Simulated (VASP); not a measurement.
# CoSi (rocksalt type) (Fm-3m) in VASP: a series of runs

Runs on CoSi (rocksalt type). Level: r2SCAN. Tasks: single point.

Program: VASP 6.6.1. These are calculated values, not measurements. Logs are shortened: lines on timing, memory, paths and dates and some standing lists are left out, and cuts for length are marked.

### 1 The cell of the first run

Symmetry: Fm-3m, No. 225, cubic system. The conventional cell has a = 3.794 Å, b = 3.794 Å, c = 3.794 Å, α = 90.00°, β = 90.00°, γ = 90.00°. Within 2.5 Å of Co (site symmetry m-3m) lie 6 Si at 1.90 Å. Si (site symmetry m-3m) has 6 Co at 1.90 Å within 2.5 Å.

### 2 Single point, r2SCAN (volume scaled by 0.55)

The input, POSCAR:

```
CoSi
1.0
    0.0000000000      1.8969273970      1.8969273970
    1.8969273970      0.0000000000      1.8969273970
    1.8969273970      1.8969273970      0.0000000000
Co Si
1 1
Direct
    0.0000000000      0.0000000000      0.0000000000
    0.5000000000      0.5000000000      0.5000000000
```

The input, INCAR.step1:

```
SYSTEM = CoSi
ALGO = Normal ; EDIFF = 1E-5
ENCUT = 660 ; GGA = PE
GGA_COMPAT = .FALSE. ; ISMEAR = -1
LASPH = .TRUE. ; LCHARG = .FALSE.
LREAL = .FALSE. ; LWAVE = .TRUE.
NBANDS = 14 ; NELM = 120
PREC = Accurate ; SIGMA = 0.1
```

The input, INCAR.step2:

```
SYSTEM = CoSi
ALGO = Normal ; EDIFF = 1E-6
ENCUT = 660 ; GGA_COMPAT = .FALSE.
ISIF = 2 ; ISMEAR = -1
ISTART = 1 ; LASPH = .TRUE.
LCHARG = .FALSE. ; LMIXTAU = .TRUE.
LREAL = .FALSE. ; LWAVE = .FALSE.
METAGGA = R2SCAN ; NBANDS = 14
NELM = 120 ; PREC = Accurate
SIGMA = 0.1
```

The input, KPOINTS:

```
k-points
0
G
  14 14 14
  0 0 0
```

Potentials or basis: VASP PAW PBE potentials, release 64 (Co, Si).

Run with:

```sh
cat potpaw_PBE.64/Co/POTCAR potpaw_PBE.64/Si/POTCAR > POTCAR
cp INCAR.step1 INCAR
mpirun -np 1 vasp_std > vasp.out
cp INCAR.step2 INCAR
mpirun -np 1 vasp_std > vasp.out
```

OUTCAR:

```text
SYSTEM = CoSi
   EDIFF = 1E-6
   ENCUT = 660
   ISIF = 2
   ISMEAR = -1
   ISTART = 1
   LASPH = .TRUE.
   LREAL = .FALSE.
   METAGGA = R2SCAN
   NELM = 120
   PREC = Accurate

 ion  position               nearest neighbor table
   1  0.000  0.000  0.000-   2 1.90   2 1.90   2 1.90   2 1.90   2 1.90   2 1.90
   2  0.500  0.500  0.500-   1 1.90   1 1.90   1 1.90   1 1.90   1 1.90   1 1.90

  LATTYP: Found a face centered cubic cell.
 ALAT       =     3.7938547940

  Lattice vectors:

 A1 = (   0.0000000000,   1.8969273970,   1.8969273970)
 A2 = (   1.8969273970,   0.0000000000,   1.8969273970)
 A3 = (   1.8969273970,   1.8969273970,   0.0000000000)

Analysis of symmetry for initial positions (statically):
=====================================================================
 Subroutine PRICEL returns:
 Original cell was already a primitive cell.

 Routine SETGRP: Setting up the symmetry group for a
 face centered cubic supercell.

 Subroutine GETGRP returns: Found 48 space group operations
 (whereof 48 operations were pure point group operations)
 out of a pool of 48 trial point group operations.

The static configuration has the point symmetry O_h .

Analysis of symmetry for dynamics (positions and initial velocities):
=====================================================================
 Subroutine PRICEL returns:
 Original cell was already a primitive cell.

 Routine SETGRP: Setting up the symmetry group for a
 face centered cubic supercell.

 Subroutine GETGRP returns: Found 48 space group operations
 (whereof 48 operations were pure point group operations)
 out of a pool of 48 trial point group operations.

The dynamic configuration has the point symmetry O_h .

 Subroutine INISYM returns: Found 48 space group operations
 (whereof 48 operations are pure point group operations),
 and found     1 'primitive' translations

----------------------------------------------------------------------------------------

                                     Primitive cell

  volume of cell :      13.6516

  direct lattice vectors                    reciprocal lattice vectors
     0.000000000  1.896927397  1.896927397    -0.263584152  0.263584152  0.263584152
     1.896927397  0.000000000  1.896927397     0.263584152 -0.263584152  0.263584152
     1.896927397  1.896927397  0.000000000     0.263584152  0.263584152 -0.263584152

  length of vectors
     2.682660452  2.682660452  2.682660452     0.456541144  0.456541144  0.456541144

  position of ions in fractional coordinates (direct lattice)
     0.000000000  0.000000000  0.000000000
     0.500000000  0.500000000  0.500000000

  ion indices of the primitive-cell ions
[... 82 lines left out ...]
   ISYM   =      2    0-nonsym 1-usesym 2-fastsym
   POTIM  = 0.5000    time-step for ionic-motion
   TEBEG  =    0.0;   TEEND  =   0.0 temperature during run
   PSTRESS=    0.0 pullay stress
   NELECT =      13.0000    total number of electrons
   NUPDOWN=      -1.0000    fix difference up-down
   EMIN   =  10.00;   EMAX   =-10.00  energy-range for DOS
   EFERMI =   0.00;   METHOD = LEGACY
   ISMEAR =    -1;   SIGMA  =   0.10  broadening in eV -4-tet -1-fermi 0-gaus
   EFERMI_NEDOS =   21; number of points for ismear=-14 and -15
   IALGO  =     38    algorithm
   IMIX   =      4    mixing-type and parameters
     AMIX     =   0.40;   BMIX     =  1.00
     AMIX_MAG =   1.60;   BMIX_MAG =  1.00
  volume/ion in A,a.u.               =       6.83        46.06
  Fermi-wavevector in a.u.,A,eV,Ry     =   1.610628  3.043646 35.295179  2.594123
  Thomas-Fermi vector in A             =   2.706148
   LORBIT       =      0    0 simple, 1 ext, 2 COOP (PROOUT), +10 PAW based schemes
   METAGGA = R2SCAN    functional components
   LHFCALC =     F    Hartree Fock is set to
   AEXX    =    0.0000 exact exchange contribution
   IVDW    =     0    specifies the selected vdW correction
   LEPSILON=     F    determine dielectric tensor
   LRPA    =     F    only Hartree local field effects (RPA)
 non-spin polarized calculation
  energy-cutoff  :      660.00
  volume of cell :       13.65
 maximum number of plane-waves:       544
   NGX = 11   NGY = 11   NGZ = 11

 number of electron      12.9999999 magnetization

 Free energy of the ion-electron system (eV)
  ---------------------------------------------------
  ext. energy  EPLUGINS =         0.00000000
  ---------------------------------------------------
  free energy    TOTEN  =       -13.81139371 eV

  energy without entropy =      -13.79098124  energy(sigma->0) =      -13.80118747

 E-fermi :  21.6395     XC(G=0): -16.6162

 val. band max:       21.6380198863   @ k =  -0.4286   0.5000   0.0714
 cond. band min:      21.6596649582   @ k =  -0.2857   0.4286   0.2143
 fundamental gap:      0.0216450719
 Fermi energy:        21.6395439424

 k-point     1 :       0.0000    0.0000    0.0000
  band No.  band energies     occupation
      1       2.4091      2.00000
      2      15.6677      2.00000
      3      15.6677      2.00000
      4      15.6677      2.00000
      5      16.4152      2.00000
      6      16.4152      2.00000
      7      30.4789      0.00000
      8      30.4789      0.00000
      9      30.4789      0.00000
     10      33.9208      0.00000
     11      36.2127      0.00000
     12      36.2127      0.00000
     13      36.2127      0.00000
     14      44.0681      0.00000
[... 377 lines left out ...]
      1       4.8815      2.00000
      2      13.9279      2.00000
      3      14.8330      2.00000
      4      15.8530      2.00000
      5      16.8439      2.00000
      6      17.4554      2.00000
      7      25.4166      0.00000
      8      27.9064      0.00000
      9      31.5439      0.00000
     10      32.4547      0.00000
     11      34.1073      0.00000
     12      37.7144      0.00000
     13      37.8335      0.00000
     14      43.7913      0.00000

 [... further k-points ...]
[... 5 lines left out ...]
  --------------------------------------------------------------------------------------
  -------------------------------------------------------------------------------------
  Total       31.4188909     31.4188909     31.4188909      0.0000000     -0.0000000      0.0000000
  in kB     3687.3920048   3687.3920048   3687.3920048      0.0000000     -0.0000000      0.0000000
  external PRESSURE =    3687.3920048 kB  Pullay stress =       0.0000000 kB

 VOLUME and BASIS-vectors are now :
 -----------------------------------------------------------------------------
  energy-cutoff  :      660.00
  volume of cell :       13.65
      direct lattice vectors                 reciprocal lattice vectors
     0.000000000  1.896927397  1.896927397    -0.263584152  0.263584152  0.263584152
     1.896927397  0.000000000  1.896927397     0.263584152 -0.263584152  0.263584152
     1.896927397  1.896927397  0.000000000     0.263584152  0.263584152 -0.263584152

 POSITION                                       TOTAL-FORCE (eV/Angst)
 -----------------------------------------------------------------------------------
      0.00000      0.00000      0.00000        -0.000000     -0.000000     -0.000000
      1.89693      1.89693      1.89693         0.000000      0.000000      0.000000
 -----------------------------------------------------------------------------------
    total drift:                                0.000000     -0.000000     -0.000000

  FREE ENERGIE OF THE ION-ELECTRON SYSTEM (eV)
  ---------------------------------------------------
  free  energy   TOTEN  =       -13.8113937105 eV

  energy  without entropy=      -13.7909812392  energy(sigma->0) =      -13.80118747
```

OUTCAR.step1:

```text
SYSTEM = CoSi
   EDIFF = 1E-5
   ENCUT = 660
   GGA = PE
   ISMEAR = -1
   LASPH = .TRUE.
   LREAL = .FALSE.
[... 627 lines left out ...]
      0.00000      0.00000      0.00000        -0.000000      0.000000      0.000000
      1.89693      1.89693      1.89693         0.000000     -0.000000     -0.000000
 -----------------------------------------------------------------------------------
    total drift:                                0.000000     -0.000000     -0.000000

  FREE ENERGIE OF THE ION-ELECTRON SYSTEM (eV)
  ---------------------------------------------------
  free  energy   TOTEN  =        -4.3065826331 eV

  energy  without entropy=       -4.2849169822  energy(sigma->0) =       -4.29574981
```

OSZICAR.step1:

```text
N       E                     dE             d eps       ncg     rms          rms(c)
DAV:   1     0.681958568433E+02    0.68196E+02   -0.66514E+03  2992   0.134E+03
DAV:   2    -0.221969191996E+01   -0.70416E+02   -0.63906E+02  3356   0.244E+02
DAV:   3    -0.499001914077E+01   -0.27703E+01   -0.27475E+01  3380   0.503E+01
DAV:   4    -0.502144498282E+01   -0.31426E-01   -0.31414E-01  3342   0.492E+00
DAV:   5    -0.502222408811E+01   -0.77911E-03   -0.77908E-03  3598   0.758E-01    0.266E+01
DAV:   6    -0.469801517532E+01    0.32421E+00   -0.40101E+00  3098   0.357E+01    0.101E+01
DAV:   7    -0.446195290739E+01    0.23606E+00   -0.23212E+00  3080   0.287E+01    0.112E+01
DAV:   8    -0.430628298006E+01    0.15567E+00   -0.38919E-01  3672   0.103E+01    0.447E-01
DAV:   9    -0.430660284722E+01   -0.31987E-03   -0.57090E-03  3286   0.678E-01    0.261E-01
DAV:  10    -0.430658863414E+01    0.14213E-04   -0.35312E-04  3816   0.199E-01    0.511E-02
DAV:  11    -0.430658263315E+01    0.60010E-05   -0.47555E-05  3450   0.977E-02
   1 F= -.43065826E+01 E0= -.42957498E+01  d E =-.216657E-01
```

Wall time 2.5 min (1 thread of AMD EPYC 7R13 (Zen 3), shared host); peak memory 0.13 GiB.

What came out:

```
Free energy : -13.8114 eV
Pressure    : 368.7 GPa
```

Caveat: the PAW data sets were made with another functional, which shifts forces and pressure a little. Spin polarisation is off, so any magnetic state and its effect on volume and gap are missing.

### 3 Single point, r2SCAN (volume scaled by 0.55)

POSCAR is that of step 2.

The input, INCAR.step1:

```
PREC = Accurate ; ENCUT = 660
ISMEAR = -1 ; SIGMA = 0.1
LREAL = False ; LASPH = True
NELM = 120 ; NBANDS = 14
GGA = PE ; ALGO = Normal
EDIFF = 1E-5 ; LWAVE = True
LCHARG = False ; GGA_COMPAT = False
```

The input, INCAR.step2:

```
PREC = Accurate ; ENCUT = 660
EDIFF = 1E-6 ; ISMEAR = -1
SIGMA = 0.1 ; LREAL = False
LASPH = True ; NELM = 120
ALGO = Normal ; ISIF = 2
LWAVE = False ; LCHARG = False
METAGGA = R2SCAN ; LMIXTAU = True
NBANDS = 14 ; ISTART = 1
GGA_COMPAT = False
```

The input, KPOINTS:

```
regular mesh
0
Gamma
  14 14 14
```

Potentials or basis: VASP PAW PBE potentials, release 64 (Co, Si).

Run with:

```sh
cat potpaw_PBE.64/Co/POTCAR potpaw_PBE.64/Si/POTCAR > POTCAR
cp INCAR.step1 INCAR
mpirun -np 1 vasp_std > vasp.out
cp INCAR.step2 INCAR
mpirun -np 1 vasp_std > vasp.out
```

Wall time 2.6 min (1 thread of AMD EPYC 7R13 (Zen 3), shared host); peak memory 0.13 GiB.

It converged, with:

* Free energy: -13.8114 eV
* Pressure: 368.7 GPa

Levels at points of the mesh, in eV from the Fermi level:
```
           k point  band 3  band 4  band 5  band 6  band 7  band 8  band 9  band 10
(0.00, 0.00, 0.00)   -5.97   -5.97   -5.22   -5.22    8.84    8.84    8.84    12.28
(0.50, 0.00, 0.00)   -6.93   -6.93   -2.86   -2.86   -0.52    8.23    8.23     9.50
(0.50, 0.50, 0.00)   -9.11   -3.95   -2.27   -2.27    0.08    0.08    0.66     9.47
```

Caveat: the PAW data sets were made with another functional, which shifts forces and pressure a little.

### 4 Single point, r2SCAN (volume scaled by 0.64)

The input, POSCAR:

```
CoSi
1.0
    0.0000000000      1.9952154718      1.9952154718
    1.9952154718      0.0000000000      1.9952154718
    1.9952154718      1.9952154718      0.0000000000
Co Si
1 1
Direct
    0.0000000000      0.0000000000      0.0000000000
    0.5000000000      0.5000000000      0.5000000000
```

The input, INCAR.step1:

```
SYSTEM = CoSi
  PREC = Accurate
  ENCUT = 660
  ISMEAR = -1
  SIGMA = 0.1
  LREAL = .False.
  LASPH = .True.
  NELM = 120
  NBANDS = 14
  GGA = PE
  ALGO = Normal
  EDIFF = 1E-5
  LWAVE = .True.
  LCHARG = .False.
  GGA_COMPAT = .False.
```

The input, INCAR.step2:

```
SYSTEM = CoSi
  PREC = Accurate
  ENCUT = 660
  EDIFF = 1E-6
  ISMEAR = -1
  SIGMA = 0.1
  LREAL = .False.
  LASPH = .True.
  NELM = 120
  ALGO = Normal
  ISIF = 2
  LWAVE = .False.
  LCHARG = .False.
  METAGGA = R2SCAN
  LMIXTAU = .True.
  NBANDS = 14
  ISTART = 1
  GGA_COMPAT = .False.
```

The input, KPOINTS:

```
Automatic mesh
0
Gamma
  14 14 14
  0 0 0
```

Potentials or basis: VASP PAW PBE potentials, release 64 (Co, Si).

Run with:

```sh
cat potpaw_PBE.64/Co/POTCAR potpaw_PBE.64/Si/POTCAR > POTCAR
cp INCAR.step1 INCAR
mpirun -np 1 vasp_std > vasp.out
cp INCAR.step2 INCAR
mpirun -np 1 vasp_std > vasp.out
```

OUTCAR:

```text
SYSTEM = CoSi
   PREC = Accurate
   ENCUT = 660
   EDIFF = 1E-6
   ISMEAR = -1
   LREAL = .False.
   LASPH = .True.
   NELM = 120
   ISIF = 2
   METAGGA = R2SCAN
   ISTART = 1

 ion  position               nearest neighbor table
   1  0.000  0.000  0.000-   2 2.00   2 2.00   2 2.00   2 2.00   2 2.00   2 2.00
   2  0.500  0.500  0.500-   1 2.00   1 2.00   1 2.00   1 2.00   1 2.00   1 2.00

  LATTYP: Found a face centered cubic cell.
 ALAT       =     3.9904309436

  Lattice vectors:

 A1 = (   0.0000000000,   1.9952154718,   1.9952154718)
 A2 = (   1.9952154718,   0.0000000000,   1.9952154718)
 A3 = (   1.9952154718,   1.9952154718,   0.0000000000)

Analysis of symmetry for initial positions (statically):
=====================================================================
 Subroutine PRICEL returns:
 Original cell was already a primitive cell.

 Routine SETGRP: Setting up the symmetry group for a
 face centered cubic supercell.

 Subroutine GETGRP returns: Found 48 space group operations
 (whereof 48 operations were pure point group operations)
 out of a pool of 48 trial point group operations.

The static configuration has the point symmetry O_h .

Analysis of symmetry for dynamics (positions and initial velocities):
=====================================================================
 Subroutine PRICEL returns:
 Original cell was already a primitive cell.

 Routine SETGRP: Setting up the symmetry group for a
 face centered cubic supercell.

 Subroutine GETGRP returns: Found 48 space group operations
 (whereof 48 operations were pure point group operations)
 out of a pool of 48 trial point group operations.

The dynamic configuration has the point symmetry O_h .

 Subroutine INISYM returns: Found 48 space group operations
 (whereof 48 operations are pure point group operations),
 and found     1 'primitive' translations

----------------------------------------------------------------------------------------
[... 116 lines left out ...]
  Thomas-Fermi vector in A             =   2.638651
   LORBIT       =      0    0 simple, 1 ext, 2 COOP (PROOUT), +10 PAW based schemes
   METAGGA = R2SCAN    functional components
   LHFCALC =     F    Hartree Fock is set to
   AEXX    =    0.0000 exact exchange contribution
   IVDW    =     0    specifies the selected vdW correction
   LEPSILON=     F    determine dielectric tensor
   LRPA    =     F    only Hartree local field effects (RPA)
 non-spin polarized calculation
  energy-cutoff  :      660.00
  volume of cell :       15.89
 maximum number of plane-waves:       624
   NGX = 11   NGY = 11   NGZ = 11

 number of electron      12.9999997 magnetization

 Free energy of the ion-electron system (eV)
  ---------------------------------------------------
  ext. energy  EPLUGINS =         0.00000000
  ---------------------------------------------------
  free energy    TOTEN  =       -17.65931158 eV

  energy without entropy =      -17.63519483  energy(sigma->0) =      -17.64725321

 E-fermi :  18.0161     XC(G=0): -15.6522

 val. band max:       18.0069155717   @ k =   0.4286   0.0714   0.0000
 cond. band min:      18.0362214929   @ k =   0.5000   0.5000   0.0000
 fundamental gap:      0.0293059212
 Fermi energy:        18.0161387586

 k-point     1 :       0.0000    0.0000    0.0000
  band No.  band energies     occupation
      1       0.6135      2.00000
      2      13.4131      2.00000
      3      13.4131      2.00000
      4      13.4131      2.00000
      5      13.9619      2.00000
      6      13.9619      2.00000
      7      25.6305      0.00000
      8      25.6305      0.00000
      9      25.6305      0.00000
     10      30.8012      0.00000
     11      31.6438      0.00000
     12      31.6438      0.00000
     13      31.6438      0.00000
     14      38.5879      0.00000
[... 377 lines left out ...]
      1       2.8313      2.00000
      2      11.8780      2.00000
      3      12.4766      2.00000
      4      13.4192      2.00000
      5      14.2961      2.00000
      6      14.8135      2.00000
      7      21.1248      0.00000
      8      23.4621      0.00000
      9      26.8826      0.00000
     10      28.0134      0.00000
     11      29.4425      0.00000
     12      33.1347      0.00000
     13      33.2369      0.00000
     14      38.4335      0.00000

 [... further k-points ...]
[... 5 lines left out ...]
  --------------------------------------------------------------------------------------
  -------------------------------------------------------------------------------------
  Total       19.8568146     19.8568146     19.8568146      0.0000000     -0.0000000      0.0000000
  in kB     2002.7224060   2002.7224060   2002.7224060      0.0000000     -0.0000000      0.0000000
  external PRESSURE =    2002.7224060 kB  Pullay stress =       0.0000000 kB

 VOLUME and BASIS-vectors are now :
 -----------------------------------------------------------------------------
  energy-cutoff  :      660.00
  volume of cell :       15.89
      direct lattice vectors                 reciprocal lattice vectors
     0.000000000  1.995215472  1.995215472    -0.250599500  0.250599500  0.250599500
     1.995215472  0.000000000  1.995215472     0.250599500 -0.250599500  0.250599500
     1.995215472  1.995215472  0.000000000     0.250599500  0.250599500 -0.250599500

 POSITION                                       TOTAL-FORCE (eV/Angst)
 -----------------------------------------------------------------------------------
      0.00000      0.00000      0.00000         0.000000      0.000000      0.000000
      1.99522      1.99522      1.99522         0.000000      0.000000     -0.000000
 -----------------------------------------------------------------------------------
    total drift:                                0.000000     -0.000000     -0.000000

  FREE ENERGIE OF THE ION-ELECTRON SYSTEM (eV)
  ---------------------------------------------------
  free  energy   TOTEN  =       -17.6593115843 eV

  energy  without entropy=      -17.6351948298  energy(sigma->0) =      -17.64725321
```

OUTCAR.step1:

```text
SYSTEM = CoSi
   PREC = Accurate
   ENCUT = 660
   ISMEAR = -1
   LREAL = .False.
   LASPH = .True.
[... 628 lines left out ...]
      0.00000      0.00000      0.00000        -0.000000      0.000000      0.000000
      1.99522      1.99522      1.99522         0.000000     -0.000000     -0.000000
 -----------------------------------------------------------------------------------
    total drift:                                0.000000     -0.000000     -0.000000

  FREE ENERGIE OF THE ION-ELECTRON SYSTEM (eV)
  ---------------------------------------------------
  free  energy   TOTEN  =        -8.2520425937 eV

  energy  without entropy=       -8.2264004377  energy(sigma->0) =       -8.23922152
```

Wall time 2.8 min (1 thread of AMD EPYC 7R13 (Zen 3), shared host); peak memory 0.13 GiB.

Results:

```
Free energy : -17.6593 eV
Pressure    : 200.3 GPa
```

Caveat: the PAW data sets were made with another functional, which shifts forces and pressure a little. Spin polarisation is off, so any magnetic state and its effect on volume and gap are missing.
